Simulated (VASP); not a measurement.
Here is a VASP 6.6.1 calculation.

POSCAR

```
BiTe
1.0
    0.0000000000      3.2533160000      3.2533160000
    3.2533160000      0.0000000000      3.2533160000
    3.2533160000      3.2533160000      0.0000000000
Bi Te
1 1
Direct
    0.0000000000      0.0000000000      0.0000000000
    0.5000000000      0.5000000000      0.5000000000
```

INCAR.step1

```
SYSTEM = BiTe
  PREC = Accurate
  ENCUT = 520
  ISMEAR = -1
  SIGMA = 0.05
  LREAL = .FALSE.
  LASPH = .TRUE.
  NELM = 100
  NBANDS = 18
  GGA = PE
  ALGO = Normal
  EDIFF = 1E-4
  LWAVE = .TRUE.
  LCHARG = .FALSE.
```

INCAR.step2

```
SYSTEM = BiTe
  PREC = Accurate
  ENCUT = 520
  EDIFF = 1E-8
  ISMEAR = -1
  SIGMA = 0.05
  LREAL = .FALSE.
  LASPH = .TRUE.
  NELM = 100
  ALGO = Normal
  ISIF = 2
  LWAVE = .FALSE.
  LCHARG = .FALSE.
  METAGGA = R2SCAN
  LMIXTAU = .TRUE.
  LEFG = .TRUE.
  NBANDS = 18
  ISTART = 1
```

The input KPOINTS:

```
regular mesh
0
G
  10 10 10
  0 0 0
```

Potentials or basis: VASP PAW PBE potentials, release 64 (Bi_d, Te).

Launch:

```sh
$ cat potpaw_PBE.64/Bi_d/POTCAR potpaw_PBE.64/Te/POTCAR > POTCAR
$ cp INCAR.step1 INCAR
$ mpirun -np 1 vasp_std > vasp.out
$ cp INCAR.step2 INCAR
$ mpirun -np 1 vasp_std > vasp.out
```

Predict the pressure.

-0.9 GPa.

Estimate the band gap on the k mesh.

zero (an odd number of electrons rules out a gap without spin polarisation).

Caveat: the PAW data sets were made with another functional, which shifts forces and pressure a little; spin-orbit coupling is left out, which moves the levels of the heavy elements.
